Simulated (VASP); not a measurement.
Wanted: the native input for a VASP 6.6.1 run.

```
Task                   : single point
Functional             : PBE
Potentials or basis    : VASP PAW PBE potentials, release 64 (Ag, Cl)
Cutoff                 : 520 eV
k mesh                 : 8 × 8 × 8
Occupations            : fermi-dirac, width 0.02 eV
Spin                   : no spin polarisation
Dipole correction      : no
Further INCAR settings : ALGO = Normal; EDIFF = 1e-07; NBANDS = 16
```

The structure of AgCl lies in POSCAR:

```
AgCl
1.0
    0.0000000000      2.9932651224      3.1129957273
    2.9932651224      0.0000000000      3.1129957273
    2.9932651224      2.9932651224      0.0000000000
Ag Cl
1 1
Direct
    0.0000000000      0.0000000000      0.0000000000
    0.2500000000      0.2500000000      0.2500000000
```

This cell differs from its parent crystal: uniaxial z strain +4.0%.

One way to write it, as run:

INCAR

```
SYSTEM = AgCl
PREC     = Accurate       ! precision mode
ENCUT    = 520            ! plane-wave cutoff, eV
EDIFF    = 1E-7           ! SCF threshold, eV
ISMEAR   = -1             ! smearing method
SIGMA    = 0.02           ! smearing width, eV
LREAL    = .False.        ! projectors in reciprocal space
LASPH    = .True.         ! aspherical terms in the spheres
NELM     = 100            ! most SCF steps
ALGO     = Normal         ! electronic algorithm
ISIF     = 2              ! what is computed and relaxed
LWAVE    = .False.        ! write WAVECAR
LCHARG   = .True.         ! write CHGCAR
GGA      = PE             ! functional
LELF     = .True.         ! ELF
LVHAR    = .True.       
NBANDS   = 16             ! bands
```

KPOINTS

```
Automatic mesh
0
Gamma
  8 8 8
  0 0 0
```

Potentials or basis: VASP PAW PBE potentials, release 64 (Ag, Cl).

Command:

```sh
$ cat potpaw_PBE.64/Ag/POTCAR potpaw_PBE.64/Cl/POTCAR > POTCAR
$ mpirun -np 1 vasp_std > vasp.out
```

Results of the run:

- Pressure: -0.2 GPa
- Band gap on the k mesh: 1.28 eV

Caveat: the cell differs from its parent crystal (uniaxial z strain +4.0%).

It took 23 s on 1 thread of AMD EPYC 9R45 96-Core Processor (Zen 5), on a shared host, peak memory 0.17 GiB.
